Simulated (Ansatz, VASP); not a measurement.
Li3ClO in VASP and in Ansatz

File INCAR:

```
SYSTEM = Li3ClO
PREC = Accurate
ENCUT = 520
EDIFF = 1E-7
ISMEAR = 0
SIGMA = 0.05
LREAL = .FALSE.
LASPH = .TRUE.
NELM = 100
ALGO = Normal
ISIF = 2
LWAVE = .FALSE.
LCHARG = .FALSE.
GGA = CA
NBANDS = 19
```

File KPOINTS:

```
regular mesh
0
G
  6 6 6
  0 0 0
```

POSCAR

```
Li3ClO
1.0
    3.4821077115      0.0000000000      0.0000000000
    0.0000000000      3.4821077115      0.0000000000
    0.0000000000      0.0000000000      4.9237003041
Li Cl O
3 1 1
Direct
    0.0000000000      0.5000000000      0.5000000000
    0.5000000000      0.0000000000      0.5000000000
    0.5000000000      0.5000000000      0.0000000000
    0.0000000000      0.0000000000      0.0000000000
    0.5000000000      0.5000000000      0.5000000000
```

Input for Ansatz:

```yaml
crystal:
  lattice:
    - [3.4821077115, 0.0, 0.0]
    - [0.0, 3.4821077115, 0.0]
    - [0.0, 0.0, 4.9237003041]
  atoms:
    - { symbol: Li, position: [0.0, 0.5, 0.5] }
    - { symbol: Li, position: [0.5, 0.0, 0.5] }
    - { symbol: Li, position: [0.5, 0.5, 0.0] }
    - { symbol: Cl, position: [0.0, 0.0, 0.0] }
    - { symbol: O, position: [0.5, 0.5, 0.5] }
basis:
  ecutwfc: 420
kpoints:
  mp_grid: { grid: [6, 6, 6] }
hamiltonian:
  xc: lda
scf:
  occupations: { method: gaussian, width: 0.05 }
output:
  forces: true
  stress: true
  eigenvalues: true
```

Alike in both runs: task single point; functional LDA; k mesh 6 × 6 × 6; occupations gaussian, width 0.05 eV; no spin polarisation.

|  | VASP | Ansatz |
| --- | --- | --- |
| version | VASP 6.6.1 | Ansatz 0.2.0 |
| potentials or method | VASP PAW LDA potentials, release 64 (Li_sv, Cl, O), cutoff 520 eV | scalar-relativistic, plane waves, PAW |
| valence electrons in the cell | 22 | 22 |

VASP gave:

| Item | Value |
| --- | --- |
| gap on the k mesh at the Fermi level (eV) | 3.78 |
| least direct gap on the mesh (eV) | 3.96 |

What did Ansatz give for the same quantities?

gap on the k mesh at the Fermi level (eV): 3.78; least direct gap on the mesh (eV): 3.97.

LDA's correlation is that of Perdew and Zunger in VASP and of Perdew and Wang (1992) in Ansatz.

Noted on VASP's run: the cutoff is short for stress, so the pressure is rough.
